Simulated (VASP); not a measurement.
# AlSi2Cl (P6/mmm) in VASP: density of states with PBE

Aim: the density of states of AlSi2Cl with PBE.

Everything below comes from runs of VASP 6.6.1. Logs are shortened: lines on timing, memory, paths and dates and some standing lists are left out, and cuts for length are marked.

### Step 1. The cell of the first run

It takes space group P6/mmm (No. 191, hexagonal). The conventional cell has a = 4.485 Å, b = 4.485 Å, c = 5.127 Å, α = 90.00°, β = 90.00°, γ = 120.00°. Within 3.4 Å of Al (site symmetry 6/mmm) lie 2 Cl at 2.56 Å and 6 Si at 2.59 Å. Within 3.4 Å of Si (site symmetry -6m2) lie 3 Si at 2.59 Å and 3 Al at 2.59 Å. Cl (site symmetry 6/mmm) has 2 Al at 2.56 Å within 3.4 Å.

### Step 2. Density of states, PBE

The input, POSCAR:

```
AlSi2Cl
1.0
    4.4853092760      0.0000000000      0.0000000000
   -2.2426546380      3.8843917768      0.0000000000
    0.0000000000      0.0000000000      5.1265550799
Al Si Cl
1 2 1
Direct
    0.0000000000      0.0000000000      0.5000000000
    0.3333333333      0.6666666667      0.5000000000
    0.6666666667      0.3333333333      0.5000000000
    0.0000000000      0.0000000000      0.0000000000
```

The input, INCAR.step1:

```
SYSTEM = AlSi2Cl
ALGO     = Normal         ! electronic algorithm
EDIFF    = 1E-7           ! SCF threshold, eV
ENCUT    = 520            ! plane-wave cutoff, eV
GGA      = PE             ! functional
ISIF     = 2              ! what is computed and relaxed
ISMEAR   = 0              ! smearing method
LASPH    = .TRUE.         ! aspherical terms in the spheres
LCHARG   = .TRUE.         ! write CHGCAR
LREAL    = .FALSE.        ! projectors in reciprocal space
LWAVE    = .FALSE.        ! write WAVECAR
NBANDS   = 17             ! bands
NELM     = 100            ! most SCF steps
PREC     = Accurate       ! precision mode
SIGMA    = 0.1            ! smearing width, eV
```

The input, KPOINTS.step1:

```
k-points
0
G
  12 12 10
  0 0 0
```

The input, INCAR.step2:

```
SYSTEM = AlSi2Cl
ALGO     = Normal         ! electronic algorithm
EDIFF    = 1E-7           ! SCF threshold, eV
ENCUT    = 520            ! plane-wave cutoff, eV
GGA      = PE             ! functional
ICHARG   = 11             ! starting density
ISIF     = 2              ! what is computed and relaxed
ISMEAR   = -5             ! smearing method
LASPH    = .TRUE.         ! aspherical terms in the spheres
LCHARG   = .FALSE.        ! write CHGCAR
LORBIT   = 11             ! projections on sites
LREAL    = .FALSE.        ! projectors in reciprocal space
LWAVE    = .FALSE.        ! write WAVECAR
NBANDS   = 17             ! bands
NEDOS    = 2001           ! points of the DOS
NELM     = 100            ! most SCF steps
PREC     = Accurate       ! precision mode
SIGMA    = 0.1            ! smearing width, eV
```

The input, KPOINTS.step2:

```
k-points
0
G
  18 18 15
  0 0 0
```

Potentials or basis: VASP PAW PBE potentials, release 64 (Al, Si, Cl).

The run is started by

```sh
$ cat potpaw_PBE.64/Al/POTCAR potpaw_PBE.64/Si/POTCAR potpaw_PBE.64/Cl/POTCAR > POTCAR
$ cp INCAR.step1 INCAR
$ cp KPOINTS.step1 KPOINTS
$ mpirun -np 1 vasp_std > vasp.out
$ cp INCAR.step2 INCAR
$ cp KPOINTS.step2 KPOINTS
$ mpirun -np 1 vasp_std > vasp.out
```

OUTCAR:

```text
SYSTEM = AlSi2Cl
   EDIFF = 1E-7
   ENCUT = 520
   GGA = PE
   ICHARG = 11
   ISIF = 2
   ISMEAR = -5
   LASPH = .TRUE.
   LORBIT = 11
   LREAL = .FALSE.
   NELM = 100
   PREC = Accurate

 ion  position               nearest neighbor table
   1  0.000  0.000  0.500-   4 2.56   4 2.56   2 2.59   3 2.59   2 2.59   3 2.59   3 2.59   2 2.59

   2  0.333  0.667  0.500-   3 2.59   3 2.59   1 2.59   1 2.59   1 2.59   3 2.59
   3  0.667  0.333  0.500-   2 2.59   2 2.59   1 2.59   1 2.59   1 2.59   2 2.59
   4  0.000  0.000  0.000-   1 2.56   1 2.56

  LATTYP: Found a hexagonal cell.
 ALAT       =     4.4853092760
 C/A-ratio  =     1.1429657944

  Lattice vectors:

 A1 = (   4.4853092760,   0.0000000000,   0.0000000000)
 A2 = (  -2.2426546380,   3.8843917768,   0.0000000000)
 A3 = (   0.0000000000,   0.0000000000,   5.1265550799)

Analysis of symmetry for initial positions (statically):
=====================================================================
 Subroutine PRICEL returns:
 Original cell was already a primitive cell.

 Routine SETGRP: Setting up the symmetry group for a
 hexagonal supercell.

 Subroutine GETGRP returns: Found 24 space group operations
 (whereof 24 operations were pure point group operations)
 out of a pool of 24 trial point group operations.

The static configuration has the point symmetry D_6h.

Analysis of symmetry for dynamics (positions and initial velocities):
=====================================================================
 Subroutine PRICEL returns:
 Original cell was already a primitive cell.

 Routine SETGRP: Setting up the symmetry group for a
 hexagonal supercell.

 Subroutine GETGRP returns: Found 24 space group operations
 (whereof 24 operations were pure point group operations)
 out of a pool of 24 trial point group operations.

The dynamic configuration has the point symmetry D_6h.

 Subroutine INISYM returns: Found 24 space group operations
 (whereof 24 operations are pure point group operations),
 and found     1 'primitive' translations

----------------------------------------------------------------------------------------

                                     Primitive cell

  volume of cell :      89.3184

  direct lattice vectors                    reciprocal lattice vectors
     4.485309276  0.000000000  0.000000000     0.222950066  0.128720281  0.000000000
    -2.242654638  3.884391777  0.000000000     0.000000000  0.257440561  0.000000000
     0.000000000  0.000000000  5.126555080     0.000000000  0.000000000  0.195062763

  length of vectors
     4.485309276  4.485309276  5.126555080     0.257440561  0.257440561  0.195062763

  position of ions in fractional coordinates (direct lattice)
     0.000000000  0.000000000  0.500000000
     0.333333333  0.666666667  0.500000000
     0.666666667  0.333333333  0.500000000
     0.000000000  0.000000000  0.000000000

  ion indices of the primitive-cell ions
   primitive index   ion index
                 1           1
                 2           2
                 3           3
                 4           4

----------------------------------------------------------------------------------------

 KPOINTS: k-points

Automatic generation of k-mesh.
 Grid dimensions read from file:
 generate k-points for:   18   18   15

 Generating k-lattice:

  Cartesian coordinates                     Fractional coordinates (reciprocal lattice)
     0.012386115  0.007151127  0.000000000     0.055555556  0.000000000  0.000000000
     0.000000000  0.014302253  0.000000000     0.000000000  0.055555556  0.000000000
     0.000000000  0.000000000  0.013004184     0.000000000  0.000000000  0.066666667

  Length of vectors
     0.014302253  0.014302253  0.013004184

  Shift w.r.t. Gamma in fractional coordinates (k-lattice)
     0.000000000  0.000000000  0.000000000

 TETIRR: Found   4782 inequivalent tetrahedra from    29160

 Subroutine IBZKPT returns following result:
 ===========================================

 Found    296 irreducible k-points:

 Following reciprocal coordinates:
            Coordinates               Weight
  0.000000  0.000000  0.000000      1.000000
  0.055556  0.000000  0.000000      6.000000
  0.111111  0.000000  0.000000      6.000000
  0.166667 -0.000000  0.000000      6.000000
  0.222222  0.000000  0.000000      6.000000
  0.277778  0.000000  0.000000      6.000000
[... 16 lines left out ...]
  0.333333  0.111111  0.000000     12.000000
  0.388889  0.111111  0.000000     12.000000
 [... further k-points ...]
   k-points           NKPTS =    296   k-points in BZ     NKDIM =    296   number of bands    NBANDS=     17
   number of dos      NEDOS =   2001   number of ions     NIONS =      4
   total plane-waves  NPLWV =  51840
   dimension x,y,z NGX =    36 NGY =   36 NGZ =   40
   dimension x,y,z NGXF=    72 NGYF=   72 NGZF=   80
   ions per type =               1   2   1
   NGX,Y,Z   is equivalent  to a cutoff of  13.34, 13.34, 12.97 a.u.
   NGXF,Y,Z  is equivalent  to a cutoff of  26.69, 26.69, 25.94 a.u.
 SYSTEM =  AlSi2Cl
   PREC   = accura    normal or accurate (medium, high low for compatibility)
   ISTART =      0    job   : 0-new  1-cont  2-samecut
   ICHARG =     11    charge: 1-file 2-atom 10-const
   ISPIN  =      1    spin polarized calculation?
   LNONCOLLINEAR =      F non collinear calculations
   LSORBIT =      F    spin-orbit coupling
   LASPH  =      T    aspherical Exc in radial PAW
   ENCUT  =  520.0 eV  38.22 Ry    6.18 a.u.   8.34  8.34  9.53*2*pi/ulx,y,z
   NELM   =    100;   NELMIN=  2; NELMDL=  0     # of ELM steps
   EDIFF  = 0.1E-06   stopping-criterion for ELM
   LREAL  =      F    real-space projection
   EDIFFG = 0.1E-05   stopping-criterion for IOM
   NSW    =      0    number of steps for IOM
   IBRION =     -1    ionic relax: 0-MD 1-quasi-New 2-CG
   NFREE  =      0    steps in history (QN), initial steepest desc. (CG)
   ISIF   =      2    stress and relaxation
   ISYM   =      2    0-nonsym 1-usesym 2-fastsym
   POTIM  = 0.5000    time-step for ionic-motion
   TEBEG  =    0.0;   TEEND  =   0.0 temperature during run
   PSTRESS=    0.0 pullay stress
   NELECT =      18.0000    total number of electrons
   NUPDOWN=      -1.0000    fix difference up-down
   EMIN   =  10.00;   EMAX   =-10.00  energy-range for DOS
   EFERMI =   0.00;   METHOD = LEGACY
   ISMEAR =    -5;   SIGMA  =   0.10  broadening in eV -4-tet -1-fermi 0-gaus
   EFERMI_NEDOS =   21; number of points for ismear=-14 and -15
   IALGO  =     38    algorithm
   IMIX   =      4    mixing-type and parameters
     AMIX     =   0.40;   BMIX     =  1.00
     AMIX_MAG =   1.60;   BMIX_MAG =  1.00
  volume/ion in A,a.u.               =      22.33       150.69
  Fermi-wavevector in a.u.,A,eV,Ry     =   0.959810  1.813778 12.534169  0.921235
  Thomas-Fermi vector in A             =   2.089039
   LORBIT       =     11    0 simple, 1 ext, 2 COOP (PROOUT), +10 PAW based schemes
   GGA     = PE    functional components
   LHFCALC =     F    Hartree Fock is set to
   AEXX    =    0.0000 exact exchange contribution
   IVDW    =     0    specifies the selected vdW correction
   LEPSILON=     F    determine dielectric tensor
   LRPA    =     F    only Hartree local field effects (RPA)
 non-spin polarized calculation
 Fermi weights with tetrahedron method with Bloechl corrections
  energy-cutoff  :      520.00
  volume of cell :       89.32
 maximum number of plane-waves:      2437
 NGX is ok and might be reduce to    36

 number of electron      18.0000000 magnetization

 Free energy of the ion-electron system (eV)
  ---------------------------------------------------
  ext. energy  EPLUGINS =         0.00000000
  ---------------------------------------------------
  free energy    TOTEN  =       -15.41552551 eV

  energy without entropy =      -15.41552551  energy(sigma->0) =      -15.41552551

 E-fermi :   4.1268     XC(G=0):  -8.8392

 val. band max:        4.1452178015   @ k =   0.1667  -0.0000   0.2000
 cond. band min:       4.0813021096   @ k =   0.3333   0.3333   0.0000
 fundamental gap:     -0.0639156920
 Fermi energy:         4.1268323687

 k-point     1 :       0.0000    0.0000    0.0000
  band No.  band energies     occupation
      1     -11.0360      2.00000
      2      -6.6576      2.00000
      3      -1.2919      2.00000
      4       0.9357      2.00000
      5       0.9357      2.00000
      6       1.5336      2.00000
[... 9 lines left out ...]
     16      10.8266      0.00000
     17      11.7782      0.00000

 k-point     2 :       0.0556    0.0000    0.0000
  band No.  band energies     occupation
      1     -11.0324      2.00000
      2      -6.6339      2.00000
      3      -1.2784      2.00000
      4       0.6856      2.00000
      5       0.8073      2.00000
      6       1.2114      2.00000
[... 9 lines left out ...]
     16      10.6550      0.00000
     17      12.0612      0.00000

 k-point     3 :       0.1111    0.0000    0.0000
  band No.  band energies     occupation
      1     -11.0222      2.00000
      2      -6.5628      2.00000
      3      -1.2389      2.00000
      4       0.0062      2.00000
      5       0.5551      2.00000
      6       1.0843      2.00000
[... 392 lines left out ...]
 k-point    23 :       0.3333    0.1111    0.0000
  band No.  band energies     occupation
      1     -10.9278      2.00000
      2      -5.4538      2.00000
      3      -3.2966      2.00000
      4      -1.0822      2.00000
      5      -0.8181      2.00000
      6       1.1874      2.00000
[... 9 lines left out ...]
     16      11.1608      0.00000
     17      11.4875      0.00000

 k-point    24 :       0.3889    0.1111    0.0000
  band No.  band energies     occupation
      1     -10.9183      2.00000
      2      -5.1738      2.00000
      3      -3.7288      2.00000
      4      -1.1606      2.00000
      5      -0.7679      2.00000
      6       1.1991      2.00000
[... 9 lines left out ...]
     16      11.2695      0.00000
     17      11.3441      0.00000

 [... further k-points ...]

------------------------ aborting loop because EDIFF is reached ----------------------------------------

  FORCE on cell =-STRESS in cart. coord.  units (eV):
  Direction    XX          YY          ZZ          XY          YZ          ZX
  --------------------------------------------------------------------------------------
  -------------------------------------------------------------------------------------
  Total        0.0318617      0.0318617      0.0554272      0.0000000      0.0000000     -0.0000000
  in kB        0.5715301      0.5715301      0.9942424      0.0000000      0.0000000     -0.0000000
  external PRESSURE =       0.7124342 kB  Pullay stress =       0.0000000 kB

 VOLUME and BASIS-vectors are now :
 -----------------------------------------------------------------------------
  energy-cutoff  :      520.00
  volume of cell :       89.32
      direct lattice vectors                 reciprocal lattice vectors
     4.485309276  0.000000000  0.000000000     0.222950066  0.128720281  0.000000000
    -2.242654638  3.884391777  0.000000000     0.000000000  0.257440561  0.000000000
     0.000000000  0.000000000  5.126555080     0.000000000  0.000000000  0.195062763

 POSITION                                       TOTAL-FORCE (eV/Angst)
 -----------------------------------------------------------------------------------
      0.00000      0.00000      2.56328         0.000000      0.000000     -0.000000
     -0.00000      2.58959      2.56328         0.000000      0.000000     -0.000000
      2.24265      1.29480      2.56328        -0.000000     -0.000000      0.000000
      0.00000      0.00000      0.00000         0.000000      0.000000     -0.000000
 -----------------------------------------------------------------------------------
    total drift:                                0.000000     -0.000000     -0.000000

  FREE ENERGIE OF THE ION-ELECTRON SYSTEM (eV)
  ---------------------------------------------------
  free  energy   TOTEN  =       -15.4155255070 eV

  energy  without entropy=      -15.4155255070  energy(sigma->0) =      -15.41552551

 total charge

# of ion       s       p       d       tot
------------------------------------------
    1        0.408   0.331   0.000   0.739
    2        0.847   0.736   0.000   1.584
    3        0.847   0.736   0.000   1.584
    4        1.610   3.484   0.000   5.094
--------------------------------------------------
tot          3.712   5.288   0.000   9.000
```

It took 9 min on 1 thread of AMD EPYC 7R43 (Zen 3), shared host; peak memory 0.48 GiB.

Results:

```
Valence electrons inside the program's atomic spheres : Al 0.74; Si 1.58; Cl 5.09
```

Caveat: tetrahedron occupations give inexact forces and stress in metals.
